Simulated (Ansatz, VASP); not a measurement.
**NaI in VASP and in Ansatz**

The input INCAR:

```
ALGO     = Normal         # electronic algorithm
EDIFF    = 1E-6           # SCF threshold, eV
ENCUT    = 520            # plane-wave cutoff, eV
GGA      = PS             # functional
ISIF     = 2              # what is computed and relaxed
ISMEAR   = 0              # smearing method
LASPH    = T              # aspherical terms in the spheres
LCHARG   = T              # write CHGCAR
LELF     = T              # ELF
LREAL    = F              # projectors in reciprocal space
LVHAR    = T            
LWAVE    = F              # write WAVECAR
NBANDS   = 14             # bands
NELM     = 80             # most SCF steps
PREC     = Accurate       # precision mode
SIGMA    = 0.01           # smearing width, eV
```

Contents of KPOINTS:

```
k-points
0
Gamma
  8 8 8
```

File POSCAR:

```
NaI
1.0
    0.0000000000      3.2002504140      3.2002504140
    3.2002504140      0.0000000000      3.2002504140
    3.2002504140      3.2002504140      0.0000000000
Na I
1 1
Direct
    0.0015623777      0.0015623777      0.0015623777
    0.5000000000      0.5000000000      0.5000000000
```

Input for Ansatz:

```yaml
crystal:
  lattice:
    - [0.0, 3.20025041403, 3.20025041403]
    - [3.20025041403, 0.0, 3.20025041403]
    - [3.20025041403, 3.20025041403, 0.0]
  atoms:
    - { symbol: Na, position: [0.001562377737, 0.001562377737, 0.001562377737] }
    - { symbol: I, position: [0.5, 0.5, 0.5] }
kpoints:
  mp_grid: { grid: [8, 8, 8] }
scf:
  occupations: { method: fixed }
  convergence: { dr2_threshold: 1.0e-10 }
hamiltonian:
  xc: pbesol
  pseudopotentials: { kind: all_electron, lapw: { basis_error: 0.0005 } }
output:
  forces: true
  stress: true
  eigenstates:
    kpoints:
      - [0.0, 0.0, 0.0]
      - [-0.5, 0.0, -0.5]
      - [0.0, -0.5, -0.5]
      - [-0.5, -0.5, 0.0]
      - [-0.5, 0.0, 0.0]
      - [0.0, -0.5, 0.0]
      - [0.0, 0.0, -0.5]
      - [-0.5, -0.5, -0.5]
  eigenvalues: true
```

Change from the starting cell: atom 1 moved by [0.01, 0.01, 0.01] A.

Alike in both runs: task single point; functional PBEsol; k mesh 8 × 8 × 8; no spin polarisation.

|  | VASP | Ansatz |
| --- | --- | --- |
| version | VASP 6.6.1 | Ansatz 0.2.0 |
| potentials or method | VASP PAW PBE potentials, release 64 (Na_pv, I), cutoff 520 eV | all-electron LAPW, scalar-relativistic |
| occupations | gaussian, width 0.01 eV | fixed |

|  | VASP | Ansatz | Ansatz less VASP |
| --- | --- | --- | --- |
| gap on the k mesh at the Fermi level (eV) | 3.59 | 3.60 | +0.004 |
| pressure (GPa) | 0.1 | 0.0 | -0.03 |
| rms of the force components (eV/Å) | 0.010 | 0.010 | -0.0001 |

VASP's potentials were made for PBE, not for PBEsol. Atom by atom the forces differ by 0.000 eV/Å (rms over components). Ansatz ran all-electron here, and VASP with PAW potentials.

Neither program's run includes spin-orbit coupling.
